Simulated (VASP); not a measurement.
A run of VASP 6.6.1:

INCAR

```
SYSTEM = TiSi3O8
ALGO = Normal
EDIFF = 1E-7
EDIFFG = -0.005
ENCUT = 600
GGA = PS
IBRION = 2
ISIF = 3
ISMEAR = -1
LASPH = .TRUE.
LCHARG = .FALSE.
LREAL = .FALSE.
LWAVE = .FALSE.
NELM = 80
NSW = 80
PREC = Accurate
SIGMA = 0.02
```

Contents of KPOINTS:

```
k-points
0
G
  6 6 4
  0 0 0
```

File POSCAR:

```
TiSi3O8
1.0
    3.0929592192     -3.0417127615      0.0000000000
    3.0929592192      3.0417127615      0.0000000000
    0.0000000000      0.0000000000      5.5427672250
Si O Ti
3 8 1
Direct
    0.5000000000      0.5000000000      0.0000000000
    0.0000000000      0.0000000000      0.7555488454
    0.0000000000      0.0000000000      0.2444511546
    0.1935194336      0.1935194336      0.0000000000
    0.8064805664      0.8064805664      0.0000000000
    0.6999453982      0.3000546018      0.7673934295
    0.3000546018      0.6999453982      0.7673934295
    0.1813282200      0.1813282200      0.5000000000
    0.8186717800      0.8186717800      0.5000000000
    0.6999453982      0.3000546018      0.2326065705
    0.3000546018      0.6999453982      0.2326065705
    0.5000000000      0.5000000000      0.5000000000
```

Potentials or basis: VASP PAW PBE potentials, release 64 (Si, O, Ti_sv).

Command:

```console
$ cat potpaw_PBE.64/Si/POTCAR potpaw_PBE.64/O/POTCAR potpaw_PBE.64/Ti_sv/POTCAR > POTCAR
$ mpirun -np 1 vasp_std > vasp.out
```

Hardware: 1 thread of Intel(R) Xeon(R) 6975P-C (Granite Rapids) (shared host).

**Question.** How long does it take, and how much memory?

**Answer.** Wall time 9.8 min on 1 thread of Intel(R) Xeon(R) 6975P-C (Granite Rapids), with other jobs on the host, peak memory 0.35 GiB. Counts: scf iterations 83, k points 39, ion steps 10.
